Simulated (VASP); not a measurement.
# CdSe in VASP: notebook

Runs on CdSe. Level: PBE. Tasks: single point.

Program: VASP 6.6.1. These are calculated values, not measurements. Logs are shortened: lines on timing, memory, paths and dates and some standing lists are left out, and cuts for length are marked.

## (1) The cell of the first run

It takes space group F-43m (No. 216, cubic). Conventional cell: a = 6.511 Å, b = 6.511 Å, c = 6.511 Å, α = 90.00°, β = 90.00°, γ = 90.00°. Cd (site symmetry -43m) has 4 Se at 2.82 Å within 3.7 Å. Se (site symmetry -43m) has 4 Cd at 2.82 Å within 3.7 Å.

## (2) Single point, PBE (34.51 Å³/atom)

Input file INCAR:

```
SYSTEM = CdSe
PREC = Accurate
ENCUT = 520
EDIFF = 1E-6
ISMEAR = 0
SIGMA = 0.05
LREAL = .FALSE.
LASPH = .TRUE.
NELM = 60
ALGO = Normal
ISIF = 2
LWAVE = .FALSE.
LCHARG = .FALSE.
GGA = PE
NBANDS = 16
```

Input file KPOINTS:

```
regular mesh
0
G
  10 10 10
  0 0 0
```

Input file POSCAR:

```
CdSe
1.0
    0.0000000000      3.2555722946      3.2555722946
    3.2555722946      0.0000000000      3.2555722946
    3.2555722946      3.2555722946      0.0000000000
Cd Se
1 1
Direct
    0.0000000000      0.0000000000      0.0000000000
    0.7500000000      0.7500000000      0.7500000000
```

Potentials or basis: VASP PAW PBE potentials, release 64 (Cd, Se).

The run is started by

```console
$ cat potpaw_PBE.64/Cd/POTCAR potpaw_PBE.64/Se/POTCAR > POTCAR
$ mpirun -np 1 vasp_std > vasp.out
```

OUTCAR:

```text
SYSTEM = CdSe
   PREC = Accurate
   ENCUT = 520
   EDIFF = 1E-6
   ISMEAR = 0
   LREAL = .FALSE.
   LASPH = .TRUE.
   NELM = 60
   ISIF = 2
   GGA = PE

 ion  position               nearest neighbor table
   1  0.000  0.000  0.000-   2 2.82   2 2.82   2 2.82   2 2.82
   2  0.750  0.750  0.750-   1 2.82   1 2.82   1 2.82   1 2.82

  LATTYP: Found a face centered cubic cell.
 ALAT       =     6.5111445892

  Lattice vectors:

 A1 = (   0.0000000000,   3.2555722946,   3.2555722946)
 A2 = (   3.2555722946,   0.0000000000,   3.2555722946)
 A3 = (   3.2555722946,   3.2555722946,   0.0000000000)

Analysis of symmetry for initial positions (statically):
=====================================================================
 Subroutine PRICEL returns:
 Original cell was already a primitive cell.

 Routine SETGRP: Setting up the symmetry group for a
 face centered cubic supercell.

 Subroutine GETGRP returns: Found 24 space group operations
 (whereof 24 operations were pure point group operations)
 out of a pool of 48 trial point group operations.

The static configuration has the point symmetry T_d .

Analysis of symmetry for dynamics (positions and initial velocities):
=====================================================================
 Subroutine PRICEL returns:
 Original cell was already a primitive cell.

 Routine SETGRP: Setting up the symmetry group for a
 face centered cubic supercell.

 Subroutine GETGRP returns: Found 24 space group operations
 (whereof 24 operations were pure point group operations)
 out of a pool of 48 trial point group operations.

The dynamic configuration has the point symmetry T_d .

 Subroutine INISYM returns: Found 24 space group operations
 (whereof 24 operations are pure point group operations),
 and found     1 'primitive' translations

----------------------------------------------------------------------------------------

                                     Primitive cell

  volume of cell :      69.0100

  direct lattice vectors                    reciprocal lattice vectors
     0.000000000  3.255572295  3.255572295    -0.153582828  0.153582828  0.153582828
     3.255572295  0.000000000  3.255572295     0.153582828 -0.153582828  0.153582828
     3.255572295  3.255572295  0.000000000     0.153582828  0.153582828 -0.153582828

  length of vectors
     4.604074492  4.604074492  4.604074492     0.266013261  0.266013261  0.266013261

  position of ions in fractional coordinates (direct lattice)
     0.000000000  0.000000000  0.000000000
     0.750000000  0.750000000  0.750000000

  ion indices of the primitive-cell ions
   primitive index   ion index
                 1           1
                 2           2

----------------------------------------------------------------------------------------

 KPOINTS: regular mesh

Automatic generation of k-mesh.
 Grid dimensions read from file:
 generate k-points for:   10   10   10

 Generating k-lattice:

  Cartesian coordinates                     Fractional coordinates (reciprocal lattice)
    -0.015358283  0.015358283  0.015358283     0.100000000  0.000000000  0.000000000
     0.015358283 -0.015358283  0.015358283     0.000000000  0.100000000  0.000000000
     0.015358283  0.015358283 -0.015358283     0.000000000  0.000000000  0.100000000

  Length of vectors
     0.026601326  0.026601326  0.026601326

  Shift w.r.t. Gamma in fractional coordinates (k-lattice)
     0.000000000  0.000000000  0.000000000

 Subroutine IBZKPT returns following result:
 ===========================================

 Found     47 irreducible k-points:

 Following reciprocal coordinates:
            Coordinates               Weight
  0.000000  0.000000  0.000000      1.000000
  0.100000  0.000000  0.000000      8.000000
  0.200000  0.000000  0.000000      8.000000
  0.300000  0.000000  0.000000      8.000000
  0.400000  0.000000  0.000000      8.000000
  0.500000  0.000000  0.000000      4.000000
[... 16 lines left out ...]
  0.300000  0.300000  0.000000      6.000000
  0.400000  0.300000  0.000000     24.000000
 [... further k-points ...]
   k-points           NKPTS =     47   k-points in BZ     NKDIM =     47   number of bands    NBANDS=     16
   number of dos      NEDOS =    301   number of ions     NIONS =      2
   total plane-waves  NPLWV =  46656
   dimension x,y,z NGX =    36 NGY =   36 NGZ =   36
   dimension x,y,z NGXF=    72 NGYF=   72 NGZF=   72
   ions per type =               1   1
   NGX,Y,Z   is equivalent  to a cutoff of  13.00, 13.00, 13.00 a.u.
   NGXF,Y,Z  is equivalent  to a cutoff of  26.00, 26.00, 26.00 a.u.
 SYSTEM =  CdSe
   PREC   = accura    normal or accurate (medium, high low for compatibility)
   ISTART =      0    job   : 0-new  1-cont  2-samecut
   ICHARG =      2    charge: 1-file 2-atom 10-const
   ISPIN  =      1    spin polarized calculation?
   LNONCOLLINEAR =      F non collinear calculations
   LSORBIT =      F    spin-orbit coupling
   LASPH  =      T    aspherical Exc in radial PAW
   ENCUT  =  520.0 eV  38.22 Ry    6.18 a.u.   8.56  8.56  8.56*2*pi/ulx,y,z
   NELM   =     60;   NELMIN=  2; NELMDL= -5     # of ELM steps
   EDIFF  = 0.1E-05   stopping-criterion for ELM
   LREAL  =      F    real-space projection
   EDIFFG = 0.1E-04   stopping-criterion for IOM
   NSW    =      0    number of steps for IOM
   IBRION =     -1    ionic relax: 0-MD 1-quasi-New 2-CG
   NFREE  =      0    steps in history (QN), initial steepest desc. (CG)
   ISIF   =      2    stress and relaxation
   ISYM   =      2    0-nonsym 1-usesym 2-fastsym
   POTIM  = 0.5000    time-step for ionic-motion
   TEBEG  =    0.0;   TEEND  =   0.0 temperature during run
   PSTRESS=    0.0 pullay stress
   NELECT =      18.0000    total number of electrons
   NUPDOWN=      -1.0000    fix difference up-down
   EMIN   =  10.00;   EMAX   =-10.00  energy-range for DOS
   EFERMI =   0.00;   METHOD = LEGACY
   ISMEAR =     0;   SIGMA  =   0.05  broadening in eV -4-tet -1-fermi 0-gaus
   EFERMI_NEDOS =   21; number of points for ismear=-14 and -15
   IALGO  =     38    algorithm
   IMIX   =      4    mixing-type and parameters
     AMIX     =   0.40;   BMIX     =  1.00
     AMIX_MAG =   1.60;   BMIX_MAG =  1.00
  volume/ion in A,a.u.               =      34.51       232.85
  Fermi-wavevector in a.u.,A,eV,Ry     =   1.045992  1.976638 14.886122  1.094099
  Thomas-Fermi vector in A             =   2.180811
   LORBIT       =      0    0 simple, 1 ext, 2 COOP (PROOUT), +10 PAW based schemes
   GGA     = PE    functional components
   LHFCALC =     F    Hartree Fock is set to
   AEXX    =    0.0000 exact exchange contribution
   IVDW    =     0    specifies the selected vdW correction
   LEPSILON=     F    determine dielectric tensor
   LRPA    =     F    only Hartree local field effects (RPA)
 non-spin polarized calculation
 Gauss-broadening in eV      SIGMA  =   0.05
  energy-cutoff  :      520.00
  volume of cell :       69.01
 maximum number of plane-waves:      1876
 NGX is ok and might be reduce to    36
   NGX = 17   NGY = 17   NGZ = 17

 number of electron      18.0000001 magnetization

 Free energy of the ion-electron system (eV)
  ---------------------------------------------------
  ext. energy  EPLUGINS =         0.00000000
  ---------------------------------------------------
  free energy    TOTEN  =        -5.34956728 eV

  energy without entropy =       -5.34956443  energy(sigma->0) =       -5.34956586

 E-fermi :  -0.3714     XC(G=0):  -7.9914

 val. band max:       -0.4719961350   @ k =   0.0000   0.0000   0.0000
 cond. band min:      -0.2841323815   @ k =   0.0000   0.0000   0.0000
 fundamental gap:      0.1878637535
 Fermi energy:        -0.3714284253

 k-point     1 :       0.0000    0.0000    0.0000
  band No.  band energies     occupation
      1     -12.1295      2.00000
      2      -7.9333      2.00000
      3      -7.9333      2.00000
      4      -7.9333      2.00000
      5      -7.7363      2.00000
      6      -7.7363      2.00000
[... 8 lines left out ...]
     15      10.1395      0.00000
     16      10.1395      0.00000

 k-point     2 :       0.1000    0.0000    0.0000
  band No.  band energies     occupation
      1     -12.1087      2.00000
      2      -7.9272      2.00000
      3      -7.9272      2.00000
      4      -7.9110      2.00000
      5      -7.7365      2.00000
      6      -7.7365      2.00000
[... 8 lines left out ...]
     15       9.6582      0.00000
     16       9.6582      0.00000

 k-point     3 :       0.2000    0.0000    0.0000
  band No.  band energies     occupation
      1     -12.0539      2.00000
      2      -7.9122      2.00000
      3      -7.9122      2.00000
      4      -7.8431      2.00000
      5      -7.7360      2.00000
      6      -7.7360      2.00000
[... 8 lines left out ...]
     15       9.2799      0.00000
     16       9.4164      0.00000

 k-point     4 :       0.3000    0.0000    0.0000
  band No.  band energies     occupation
      1     -11.9859      2.00000
      2      -7.8962      2.00000
      3      -7.8962      2.00000
      4      -7.7352      2.00000
      5      -7.7324      2.00000
      6      -7.7324      2.00000
[... 8 lines left out ...]
     15       9.4591      0.00000
     16       9.4591      0.00000
[... 324 lines left out ...]
 k-point    22 :      -0.2000    0.2000    0.0000
  band No.  band energies     occupation
      1     -11.9628      2.00000
      2      -7.8874      2.00000
      3      -7.8784      2.00000
      4      -7.7470      2.00000
      5      -7.7425      2.00000
      6      -7.6890      2.00000
[... 8 lines left out ...]
     15      10.0187      0.00000
     16      10.9671      0.00000

 k-point    23 :       0.3000    0.3000    0.0000
  band No.  band energies     occupation
      1     -11.9394      2.00000
      2      -7.8472      2.00000
      3      -7.8472      2.00000
      4      -7.8027      2.00000
      5      -7.7160      2.00000
      6      -7.6935      2.00000
[... 8 lines left out ...]
     15      10.8857      0.00000
     16      12.0762      0.00000

 k-point    24 :       0.4000    0.3000    0.0000
  band No.  band energies     occupation
      1     -11.8963      2.00000
      2      -7.8388      2.00000
      3      -7.8306      2.00000
      4      -7.7917      2.00000
      5      -7.7128      2.00000
      6      -7.6212      2.00000
[... 8 lines left out ...]
     15      11.2091      0.00000
     16      11.8997      0.00000

 [... further k-points ...]

------------------------ aborting loop because EDIFF is reached ----------------------------------------

  FORCE on cell =-STRESS in cart. coord.  units (eV):
  Direction    XX          YY          ZZ          XY          YZ          ZX
  --------------------------------------------------------------------------------------
  -------------------------------------------------------------------------------------
  Total       -1.9654799     -1.9654799     -1.9654799      0.0000000      0.0000000      0.0000000
  in kB      -45.6317531    -45.6317531    -45.6317531      0.0000000      0.0000000      0.0000000
  external PRESSURE =     -45.6317531 kB  Pullay stress =       0.0000000 kB

 VOLUME and BASIS-vectors are now :
 -----------------------------------------------------------------------------
  energy-cutoff  :      520.00
  volume of cell :       69.01
      direct lattice vectors                 reciprocal lattice vectors
     0.000000000  3.255572295  3.255572295    -0.153582828  0.153582828  0.153582828
     3.255572295  0.000000000  3.255572295     0.153582828 -0.153582828  0.153582828
     3.255572295  3.255572295  0.000000000     0.153582828  0.153582828 -0.153582828

 POSITION                                       TOTAL-FORCE (eV/Angst)
 -----------------------------------------------------------------------------------
      0.00000      0.00000      0.00000         0.000000      0.000000      0.000000
      4.88336      4.88336      4.88336        -0.000000     -0.000000     -0.000000
 -----------------------------------------------------------------------------------
    total drift:                                0.000000      0.000000      0.000000

  FREE ENERGIE OF THE ION-ELECTRON SYSTEM (eV)
  ---------------------------------------------------
  free  energy   TOTEN  =        -5.3495672844 eV

  energy  without entropy=       -5.3495644325  energy(sigma->0) =       -5.34956586
```

It took 65 s on 1 thread of Intel Xeon 8259CL, shared host; peak memory 0.23 GiB.

What came out:

```
Free energy            : -5.3496 eV
Pressure               : -4.6 GPa
Band gap on the k mesh : 0.19 eV
```

Levels at points of the mesh, in eV from the valence-band top:
```csv
k point,band 5,band 6,band 7,band 8,band 9,band 10,band 11,band 12,band 13,band 14
"(0.00, 0.00, 0.00)",-7.26,-7.26,0.00,0.00,0.00,0.19,5.85,5.85,5.85,8.95
"(0.50, 0.00, 0.00)",-7.25,-7.10,-3.35,-0.50,-0.50,2.09,6.32,6.32,6.73,9.51
"(0.50, 0.50, 0.00)",-7.23,-7.06,-3.25,-1.26,-1.26,3.41,3.44,8.27,9.02,9.02
```

Caveat: the cell stands under tension.

## (3) Single point, PBE (24.99 Å³/atom)

This run uses another cell than the first one, of 24.99 Å³/atom.

Input file INCAR:

```
SYSTEM = CdSe
PREC = Accurate
ENCUT = 520
EDIFF = 1E-6
ISMEAR = 0
SIGMA = 0.05
LREAL = .False.
LASPH = .True.
NELM = 60
ALGO = Normal
ISIF = 2
LWAVE = .False.
LCHARG = .False.
GGA = PE
NBANDS = 16
```

Input file KPOINTS:

```
regular mesh
0
Gamma
  10 10 10
  0 0 0
```

Input file POSCAR:

```
CdSe
1.0
    0.0000000000      2.8845761078      2.8845761078
    2.8845761078      0.0000000000      2.8845761078
    2.9634211881      2.9634211881     -0.0788450803
Cd Se
1 1
Direct
    0.0000000000      0.0000000000      0.0000000000
    0.7500000000      0.7500000000      0.7500000000
```

Potentials or basis: VASP PAW PBE potentials, release 64 (Cd, Se).

The run is started by

```console
$ cat potpaw_PBE.64/Cd/POTCAR potpaw_PBE.64/Se/POTCAR > POTCAR
$ mpirun -np 1 vasp_std > vasp.out
```

Wall time 2 min (1 thread of Intel Xeon 8259CL, shared host); peak memory 0.24 GiB.

The run converged. Its results:

| Item | Value |
| --- | --- |
| Free energy | -5.1594 eV |
| Pressure | 12.5 GPa |
| Largest force | 0.521 eV/Å |
| Band gap on the k mesh | 0.79 eV |

Forces on the atoms (eV/Å):
```
Cd   0.301  0.301 -0.301
Se  -0.301 -0.301  0.301
```

Stress tensor (GPa, compression positive):
```
12.46 -1.90  1.90
-1.90 12.46  1.90
 1.90  1.90 12.46
```

Levels at points of the mesh, in eV from the valence-band top:
| k point | band 6 | band 7 | band 8 | band 9 | band 10 | band 11 | band 12 | band 13 |
| --- | --- | --- | --- | --- | --- | --- | --- | --- |
| (0.00, 0.00, 0.00) | -7.97 | -0.18 | 0.00 | 0.00 | 0.79 | 5.51 | 6.04 | 6.04 |
| (0.50, 0.00, 0.00) | -7.56 | -5.21 | -1.07 | -1.02 | 2.40 | 6.17 | 6.49 | 7.68 |
| (0.50, 0.50, 0.00) | -7.49 | -4.72 | -2.47 | -2.23 | 2.81 | 3.79 | 9.57 | 10.91 |
| (0.00, 0.00, 0.50) | -7.62 | -5.19 | -0.83 | -0.83 | 2.66 | 6.57 | 6.57 | 7.53 |

Caveat: the cell stands under pressure.

## (4) Single point, PBE (24.99 Å³/atom)

This run uses another cell than the first one, of 24.99 Å³/atom.

Input file INCAR:

```
ALGO = Normal
EDIFF = 1E-6
ENCUT = 520
GGA = PE
ISIF = 2
ISMEAR = 0
LASPH = T
LCHARG = T
LELF = T
LREAL = F
LVHAR = T
LWAVE = F
NBANDS = 16
NELM = 80
PREC = Accurate
SIGMA = 0.05
```

Input file KPOINTS:

```
k-points
0
Gamma
  10 10 10
```

Input file POSCAR:

```
CdSe
1.0
    0.0000000000      2.9629072121      2.9629072121
    2.9629072121      0.0000000000      2.9629072121
    2.8850815160      2.8850815160      0.0778256961
Cd Se
1 1
Direct
    0.0000000000      0.0000000000      0.0000000000
    0.7500000000      0.7500000000      0.7500000000
```

The run is started by

```console
$ cat potpaw_PBE.64/Cd/POTCAR potpaw_PBE.64/Se/POTCAR > POTCAR
$ mpirun -np 1 vasp_std > vasp.out
```

Run time: 1.7 min. Hardware: 1 thread of Intel Xeon 8259CL, shared host; peak memory 0.25 GiB.

The run converged. Its results:

```
Free energy            : -5.1572 eV
Pressure               : 12.5 GPa
Largest force          : 0.634 eV/Å
Band gap on the k mesh : 0.77 eV
```

Forces in eV/Å, atoms in the order of the input:
```
Cd  -0.366 -0.366  0.366
Se   0.366  0.366 -0.366
```

Stress tensor (GPa, compression positive):
```
12.47  2.15 -2.15
 2.15 12.47 -2.15
-2.15 -2.15 12.47
```

Levels at points of the mesh, in eV from the valence-band top:
| k point | band 7 | band 8 | band 9 | band 10 | band 11 | band 12 |
| --- | --- | --- | --- | --- | --- | --- |
| (0.00, 0.00, 0.00) | -0.13 | -0.13 | 0.00 | 0.77 | 5.64 | 5.64 |
| (0.50, 0.00, 0.00) | -5.23 | -0.98 | -0.94 | 2.50 | 6.26 | 6.60 |
| (0.50, 0.50, 0.00) | -4.74 | -2.51 | -2.24 | 2.78 | 3.77 | 9.55 |
| (0.00, 0.00, 0.50) | -5.24 | -1.18 | -1.18 | 2.26 | 6.17 | 6.17 |

Caveat: the cell stands under pressure.

## (5) Overview

```csv
cell,gap on the mesh (eV),pressure (GPa),largest force (eV/Å)
"a = 4.604 Å, angles 60.0°, 2 atoms",0.19,-4.6,-
"a = 4.079, b = 4.079, c = 4.192 Å, angles 60.9, 60.9, 60.0°, 2 atoms",0.79,12.5,0.52
"a = 4.190, b = 4.190, c = 4.081 Å, angles 59.1, 59.1, 60.0°, 2 atoms",0.77,12.5,0.63
```

Alike in all rows: task single point; level PBE; potentials or basis VASP PAW PBE potentials, release 64 (Cd, Se); no spin polarisation; k mesh 10 × 10 × 10; cutoff (eV) 520; smearing gaussian 0.05 eV.

Caveats: the cell stands under pressure (at least some runs); the cell stands under tension (at least some runs).

Total energies depend on the potentials used, so only differences within one code and one set of settings carry meaning.
